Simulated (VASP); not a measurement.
A run of VASP 6.6.1 is set up as follows.

File INCAR:

```
SYSTEM = Rb
PREC     = Accurate       ! precision mode
ENCUT    = 520            ! plane-wave cutoff, eV
EDIFF    = 1E-6           ! SCF threshold, eV
ISMEAR   = -1             ! smearing method
SIGMA    = 0.1            ! smearing width, eV
LREAL    = .False.        ! projectors in reciprocal space
LASPH    = .True.         ! aspherical terms in the spheres
NELM     = 100            ! most SCF steps
ALGO     = Normal         ! electronic algorithm
ISIF     = 2              ! what is computed and relaxed
LWAVE    = .False.        ! write WAVECAR
LCHARG   = .True.         ! write CHGCAR
GGA      = PE             ! functional
LELF     = .True.         ! ELF
LVHAR    = .True.       
NBANDS   = 26             ! bands
```

The input KPOINTS:

```
Automatic mesh
0
Gamma
  7 7 2
  0 0 0
```

Contents of POSCAR:

```
Rb
1.0
    3.8021116746      0.0000000000      0.0000000000
   -1.9010558373      3.2927252982      0.0000000000
    0.0000000000      0.0000000000     12.5812112719
Rb
4
Direct
    0.0000000000      0.0000000000      0.0000000000
    0.0000000000      0.0000000000      0.5000000000
    0.3333333333      0.6666666667      0.2500000000
    0.6666666667      0.3333333333      0.7500000000
```

Potentials or basis: VASP PAW PBE potentials, release 64 (Rb_sv).

Command:

```console
$ cat potpaw_PBE.64/Rb_sv/POTCAR > POTCAR
$ mpirun -np 1 vasp_std > vasp.out
```

**Question.** Estimate the band gap on the k mesh.

**Answer.** Zero (bands 18 and 19 overlap by 2.22 eV).

**Question.** What does it give for the pressure?

**Answer.** 9.7 GPa.

Stress tensor (GPa, compression positive):
```
9.82 0.00 0.00
0.00 9.82 0.00
0.00 0.00 9.49
```

Caveat: the cell stands under pressure.
